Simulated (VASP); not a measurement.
# SiGe5 (P6/mmm) in VASP: further runs

Runs on SiGe5. Level: PBE. Tasks: relaxation of cell and atoms, single point.

Everything below comes from runs of VASP 6.6.1. Logs are shortened: lines on timing, memory, paths and dates and some standing lists are left out, and cuts for length are marked.

### 1 The cell of the first run

The structure is hexagonal, space group P6/mmm (No. 191). The conventional cell has a = 5.500 Å, b = 5.500 Å, c = 4.339 Å, α = 90.00°, β = 90.00°, γ = 120.00°. Within 4.4 Å of Si (site symmetry 6/mmm) lie 18 Ge at 3.18 to 3.50 Å and 2 Si at 4.34 Å. Within 3.6 Å of Ge (site symmetry mmm) lie 8 Ge at 2.69 to 2.75 Å and 4 Si at 3.50 Å. Within 3.5 Å of Ge (site symmetry -6m2) lie 9 Ge at 2.69 to 3.18 Å and 3 Si at 3.18 Å.

The cell was built from a structure type or drawn by symmetry, and may not be a known phase.

### 2 Relaxation of cell and atoms, PBE

File INCAR:

```
  PREC = Accurate
  ENCUT = 600
  EDIFF = 1E-6
  ISMEAR = 0
  SIGMA = 0.1
  LREAL = F
  LASPH = T
  NELM = 80
  ALGO = Normal
  ISIF = 3
  LWAVE = F
  LCHARG = F
  GGA = PE
  IBRION = 2
  NSW = 90
  EDIFFG = -0.04
```

File KPOINTS:

```
Automatic mesh
0
Gamma
  6 6 4
```

File POSCAR:

```
SiGe5
1.0
    5.4995133000      0.0000000000      0.0000000000
   -2.7497566500      4.7627182300      0.0000000000
    0.0000000000      0.0000000000      4.3390986000
Si Ge
1 5
Direct
    0.0000000000      0.0000000000      0.0000000000
    0.0000000000      0.5000000000      0.5000000000
    0.3333333300      0.6666666700      0.0000000000
    0.6666666700      0.3333333300      0.0000000000
    0.5000000000      0.0000000000      0.5000000000
    0.5000000000      0.5000000000      0.5000000000
```

Potentials or basis: VASP PAW PBE potentials, release 64 (Si, Ge_d).

Launch:

```
$ cat potpaw_PBE.64/Si/POTCAR potpaw_PBE.64/Ge_d/POTCAR > POTCAR
$ mpirun -np 1 vasp_std > vasp.out
```

OUTCAR:

```text
PREC = Accurate
   ENCUT = 600
   EDIFF = 1E-6
   ISMEAR = 0
   LREAL = F
   LASPH = T
   NELM = 80
   ISIF = 3
   GGA = PE
   IBRION = 2
   NSW = 90
   EDIFFG = -0.04

 ion  position               nearest neighbor table
   1  0.000  0.000  0.000-
   2  0.000  0.500  0.500-   3 2.69   4 2.69   3 2.69   4 2.69   6 2.75   6 2.75   5 2.75   5 2.75

   3  0.333  0.667  0.000-   2 2.69   2 2.69   5 2.69   5 2.69   6 2.69   6 2.69
   4  0.667  0.333  0.000-   2 2.69   2 2.69   5 2.69   5 2.69   6 2.69   6 2.69
   5  0.500  0.000  0.500-   3 2.69   4 2.69   3 2.69   4 2.69   2 2.75   6 2.75   6 2.75   2 2.75

   6  0.500  0.500  0.500-   3 2.69   4 2.69   3 2.69   4 2.69   2 2.75   2 2.75   5 2.75   5 2.75

  LATTYP: Found a hexagonal cell.
 ALAT       =     5.4995133000
 C/A-ratio  =     0.7889968372

  Lattice vectors:

 A1 = (   5.4995133000,   0.0000000000,   0.0000000000)
 A2 = (  -2.7497566500,   4.7627182300,   0.0000000000)
 A3 = (   0.0000000000,   0.0000000000,   4.3390986000)

Analysis of symmetry for initial positions (statically):
=====================================================================
 Subroutine PRICEL returns:
 Original cell was already a primitive cell.

 Routine SETGRP: Setting up the symmetry group for a
 hexagonal supercell.

 Subroutine GETGRP returns: Found 24 space group operations
 (whereof 24 operations were pure point group operations)
 out of a pool of 24 trial point group operations.

The static configuration has the point symmetry D_6h.

Analysis of symmetry for dynamics (positions and initial velocities):
=====================================================================
 Subroutine PRICEL returns:
 Original cell was already a primitive cell.

 Routine SETGRP: Setting up the symmetry group for a
 hexagonal supercell.

 Subroutine GETGRP returns: Found 24 space group operations
 (whereof 24 operations were pure point group operations)
 out of a pool of 24 trial point group operations.

The dynamic configuration has the point symmetry D_6h.

 Subroutine INISYM returns: Found 24 space group operations
 (whereof 24 operations are pure point group operations),
 and found     1 'primitive' translations

----------------------------------------------------------------------------------------

                                     Primitive cell

  volume of cell :     113.6524

  direct lattice vectors                    reciprocal lattice vectors
     5.499513300  0.000000000  0.000000000     0.181834272  0.104982066  0.000000000
    -2.749756650  4.762718230  0.000000000     0.000000000  0.209964132  0.000000000
     0.000000000  0.000000000  4.339098600     0.000000000  0.000000000  0.230462613

  length of vectors
     5.499513300  5.499513303  4.339098600     0.209964132  0.209964132  0.230462613

  position of ions in fractional coordinates (direct lattice)
     0.000000000  0.000000000  0.000000000
     1.000000000  0.500000000  0.500000000
     0.333333330  0.666666670  0.000000000
     0.666666670  0.333333330  0.000000000
     0.500000000  0.000000000  0.500000000
     0.500000000  0.500000000  0.500000000

  ion indices of the primitive-cell ions
   primitive index   ion index
                 1           1
                 2           2
                 3           3
                 4           4
                 5           5
                 6           6

----------------------------------------------------------------------------------------

 KPOINTS: Automatic mesh

Automatic generation of k-mesh.
 Grid dimensions read from file:
 generate k-points for:    6    6    4

 Generating k-lattice:

  Cartesian coordinates                     Fractional coordinates (reciprocal lattice)
     0.030305712  0.017497011  0.000000000     0.166666667  0.000000000  0.000000000
     0.000000000  0.034994022  0.000000000     0.000000000  0.166666667  0.000000000
     0.000000000  0.000000000  0.057615653     0.000000000  0.000000000  0.250000000

  Length of vectors
     0.034994022  0.034994022  0.057615653

  Shift w.r.t. Gamma in fractional coordinates (k-lattice)
     0.000000000  0.000000000  0.000000000

 Subroutine IBZKPT returns following result:
 ===========================================

 Found     21 irreducible k-points:

 Following reciprocal coordinates:
            Coordinates               Weight
  0.000000  0.000000  0.000000      1.000000
  0.166667  0.000000  0.000000      6.000000
  0.333333  0.000000  0.000000      6.000000
  0.500000  0.000000  0.000000      3.000000
  0.166667  0.166667  0.000000      6.000000
  0.333333  0.166667  0.000000     12.000000
[... 13 lines left out ...]
  0.333333  0.166667  0.500000     12.000000
  0.333333  0.333333  0.500000      2.000000
   k-points           NKPTS =     21   k-points in BZ     NKDIM =     21   number of bands    NBANDS=     44
   number of dos      NEDOS =    301   number of ions     NIONS =      6
   total plane-waves  NPLWV =  82944
   dimension x,y,z NGX =    48 NGY =   48 NGZ =   36
   dimension x,y,z NGXF=    96 NGYF=   96 NGZF=   72
   ions per type =               1   5
   NGX,Y,Z   is equivalent  to a cutoff of  14.51, 14.51, 13.79 a.u.
   NGXF,Y,Z  is equivalent  to a cutoff of  29.02, 29.02, 27.59 a.u.
 SYSTEM =  unknown system
   PREC   = accura    normal or accurate (medium, high low for compatibility)
   ISTART =      0    job   : 0-new  1-cont  2-samecut
   ICHARG =      2    charge: 1-file 2-atom 10-const
   ISPIN  =      1    spin polarized calculation?
   LNONCOLLINEAR =      F non collinear calculations
   LSORBIT =      F    spin-orbit coupling
   LASPH  =      T    aspherical Exc in radial PAW
   ENCUT  =  600.0 eV  44.10 Ry    6.64 a.u.  10.98 10.98  8.67*2*pi/ulx,y,z
   NELM   =     80;   NELMIN=  2; NELMDL= -5     # of ELM steps
   EDIFF  = 0.1E-05   stopping-criterion for ELM
   LREAL  =      F    real-space projection
   EDIFFG = -.4E-01   stopping-criterion for IOM
   NSW    =     90    number of steps for IOM
   IBRION =      2    ionic relax: 0-MD 1-quasi-New 2-CG
   NFREE  =      1    steps in history (QN), initial steepest desc. (CG)
   ISIF   =      3    stress and relaxation
   ISYM   =      2    0-nonsym 1-usesym 2-fastsym
   POTIM  = 0.5000    time-step for ionic-motion
   TEBEG  =    0.0;   TEEND  =   0.0 temperature during run
   PSTRESS=    0.0 pullay stress
   NELECT =      74.0000    total number of electrons
   NUPDOWN=      -1.0000    fix difference up-down
   EMIN   =  10.00;   EMAX   =-10.00  energy-range for DOS
   EFERMI =   0.00;   METHOD = LEGACY
   ISMEAR =     0;   SIGMA  =   0.10  broadening in eV -4-tet -1-fermi 0-gaus
   EFERMI_NEDOS =   21; number of points for ismear=-14 and -15
   IALGO  =     38    algorithm
   IMIX   =      4    mixing-type and parameters
     AMIX     =   0.40;   BMIX     =  1.00
     AMIX_MAG =   1.60;   BMIX_MAG =  1.00
  volume/ion in A,a.u.               =      18.94       127.83
  Fermi-wavevector in a.u.,A,eV,Ry     =   1.418924  2.681378 27.393232  2.013346
  Thomas-Fermi vector in A             =   2.539999
   LORBIT       =      0    0 simple, 1 ext, 2 COOP (PROOUT), +10 PAW based schemes
   GGA     = PE    functional components
   LHFCALC =     F    Hartree Fock is set to
   AEXX    =    0.0000 exact exchange contribution
   IVDW    =     0    specifies the selected vdW correction
   LEPSILON=     F    determine dielectric tensor
   LRPA    =     F    only Hartree local field effects (RPA)
 conjugate gradient relaxation of ions
 non-spin polarized calculation
 Gauss-broadening in eV      SIGMA  =   0.10
  energy-cutoff  :      600.00
  volume of cell :      113.65
 maximum number of plane-waves:      3814
 NGX is ok and might be reduce to    48
   NGX = 21   NGY = 21   NGZ = 17

--------------------------------------- Ionic step        1  -------------------------------------------

 number of electron      73.9999997 magnetization

 Free energy of the ion-electron system (eV)
  ---------------------------------------------------
  ext. energy  EPLUGINS =         0.00000000
  ---------------------------------------------------
  free energy    TOTEN  =       -23.59664924 eV

  energy without entropy =      -23.56867345  energy(sigma->0) =      -23.58266134

------------------------ aborting loop because EDIFF is reached ----------------------------------------

  FORCE on cell =-STRESS in cart. coord.  units (eV):
  Direction    XX          YY          ZZ          XY          YZ          ZX
  --------------------------------------------------------------------------------------
  -------------------------------------------------------------------------------------
  Total        4.0043635      4.0043635      9.5701523      0.0000000      0.0000000      0.0000000
  in kB       56.4501901     56.4501902    134.9120576      0.0000000      0.0000000      0.0000000
  external PRESSURE =      82.6041459 kB  Pullay stress =       0.0000000 kB
[... 101 lines left out ...]
  FREE ENERGIE OF THE ION-ELECTRON SYSTEM (eV)
  ---------------------------------------------------
  free  energy   TOTEN  =       -24.0838091359 eV

  energy  without entropy=      -24.0605209214  energy(sigma->0) =      -24.07216503

[... ionic steps 4 to 7 ...]

--------------------------------------- Ionic step        8  -------------------------------------------

 number of electron      74.0000018 magnetization

------------------------ aborting loop because EDIFF is reached ----------------------------------------

  FORCE on cell =-STRESS in cart. coord.  units (eV):
  Direction    XX          YY          ZZ          XY          YZ          ZX
  --------------------------------------------------------------------------------------
  -------------------------------------------------------------------------------------
  Total        0.3172100      0.3172100      0.3190872      0.0000000      0.0000000     -0.0000000
  in kB        4.1323544      4.1323544      4.1568100      0.0000000      0.0000000     -0.0000000
  external PRESSURE =       4.1405063 kB  Pullay stress =       0.0000000 kB
[... 65 lines left out ...]
  energy  without entropy=      -24.4839762038  energy(sigma->0) =      -24.49275938

--------------------------------------- Ionic step       10  -------------------------------------------

 number of electron      73.9999998 magnetization

 Free energy of the ion-electron system (eV)
  ---------------------------------------------------
  ext. energy  EPLUGINS =         0.00000000
  ---------------------------------------------------
  free energy    TOTEN  =       -24.50241130 eV

  energy without entropy =      -24.48429706  energy(sigma->0) =      -24.49335418

 E-fermi :   5.9786     XC(G=0): -10.5720

 val. band max:        5.9387285327   @ k =   0.3333   0.1667   0.2500
 cond. band min:       6.0341183814   @ k =   0.0000   0.0000   0.0000
 fundamental gap:      0.0953898487
 Fermi energy:         5.9786174749

 k-point     1 :       0.0000    0.0000    0.0000
  band No.  band energies     occupation
      1     -19.0042      2.00000
      2     -18.9492      2.00000
      3     -18.9492      2.00000
      4     -18.9374      2.00000
      5     -18.9225      2.00000
      6     -18.9225      2.00000
[... 1009 lines left out ...]
  FREE ENERGIE OF THE ION-ELECTRON SYSTEM (eV)
  ---------------------------------------------------
  free  energy   TOTEN  =       -24.5024113036 eV

  energy  without entropy=      -24.4842970587  energy(sigma->0) =      -24.49335418

 reached required accuracy - stopping structural energy minimisation
```

Wall time 7.2 min (1 thread of AMD EPYC 9R45 (Zen 5), shared host); peak memory 0.3 GiB.

What came out:

```
Free energy                           : -24.5024 eV
Relaxed volume                        : 20.66 Å³/atom
Relaxed cell                          : a = 5.310 Å, b = 5.310 Å, c = 5.076 Å, α = 90.00°, β = 90.00°, γ = 120.00°
Space group after relaxing (to 0.1 Å) : P6/mmm (No. 191)
Energy gained by relaxing             : 151.0 meV/atom
Ionic steps                           : 10
Pressure after relaxing               : -0.1 GPa
Band gap on the k mesh                : zero (bands 37 and 38 overlap by 3.27 eV)
```

The path:
```csv
step,energy change (eV),largest force (eV/Å),pressure (GPa),volume (Å³)
1,0.0000,0.0000,8.26,113.65
2,-0.4868,0.0000,-1.66,130.41
3,-0.4872,0.0000,-1.69,130.86
4,-0.7329,0.0000,-2.81,131.81
5,-0.7959,0.0000,-3.14,132.23
6,-0.9012,0.0000,0.21,123.14
7,-0.9011,0.0000,0.40,123.04
8,-0.9049,0.0000,0.41,122.99
9,-0.9049,0.0000,0.37,122.99
10,-0.9058,0.0000,-0.10,123.97
```

Final structure:
```
CELL_PARAMETERS angstrom
5.31027 0.00000 0.00000
-2.65514 4.59883 0.00000
0.00000 0.00000 5.07620
ATOMIC_POSITIONS crystal
Si 0.00000 0.00000 0.00000
Ge 0.00000 0.50000 0.50000
Ge 0.33333 0.66667 0.00000
Ge 0.66667 0.33333 0.00000
Ge 0.50000 0.00000 0.50000
Ge 0.50000 0.50000 0.50000
```

Caveat: the k points lie up to 0.31 Å⁻¹ apart in the final cell, too coarse for converged energies and pressures of a metal; a cell axis changed by over 15 % at a fixed basis, so the end point is rough.

### 3 Single point, PBE

This run uses another cell than the first one, of 20.80 Å³/atom.

File INCAR:

```
ALGO = Normal ; EDIFF = 1E-6
ENCUT = 520 ; GGA = PE
ISIF = 2 ; ISMEAR = 0
LASPH = T ; LCHARG = T
LELF = T ; LREAL = F
LVHAR = T ; LWAVE = F
NBANDS = 46 ; NELM = 100
PREC = Accurate ; SIGMA = 0.1
```

File KPOINTS:

```
k-points
0
Gamma
  12 12 8
```

File POSCAR:

```
SiGe5
1.0
    5.2802207498      0.0000000000      0.0000000000
   -2.6401103749      4.5728053069      0.0000000000
    0.0000000000      0.0000000000      5.1676608771
Si Ge
1 5
Direct
    0.0000000000      0.0000000000      0.0000000000
    0.0000000000      0.5000000000      0.5000000000
    0.3333333333      0.6666666667      0.0000000000
    0.6666666667      0.3333333333      0.0000000000
    0.5000000000      0.0000000000      0.5000000000
    0.5000000000      0.5000000000      0.5000000000
```

Potentials or basis: VASP PAW PBE potentials, release 64 (Si, Ge_d).

Launch:

```
$ cat potpaw_PBE.64/Si/POTCAR potpaw_PBE.64/Ge_d/POTCAR > POTCAR
$ mpirun -np 1 vasp_std > vasp.out
```

Run time: 3.7 min. Hardware: 1 thread of AMD EPYC 9R45 (Zen 5), shared host; peak memory 0.47 GiB.

It converged, with:

```yaml
Free_energy: -24.5307 eV
Pressure: -0.1 GPa
Band_gap_on_the_k_mesh: zero (bands 37 and 38 overlap by 3.27 eV)
```

Levels at points of the mesh, in eV from the Fermi level:
```csv
k point,band 34,band 35,band 36,band 37,band 38,band 39,band 40,band 41
"(0.00, 0.00, 0.00)",-3.50,-3.16,-0.73,-0.73,-0.02,-0.02,0.25,1.14
"(0.50, 0.00, 0.00)",-2.62,-2.39,0.02,0.18,0.60,0.61,0.74,1.21
"(0.00, 0.00, 0.50)",-3.07,-2.40,-2.40,-2.10,-2.10,-0.47,0.18,1.00
"(0.50, 0.00, 0.50)",0.38,0.51,0.83,1.17,1.18,1.55,1.93,1.97
```
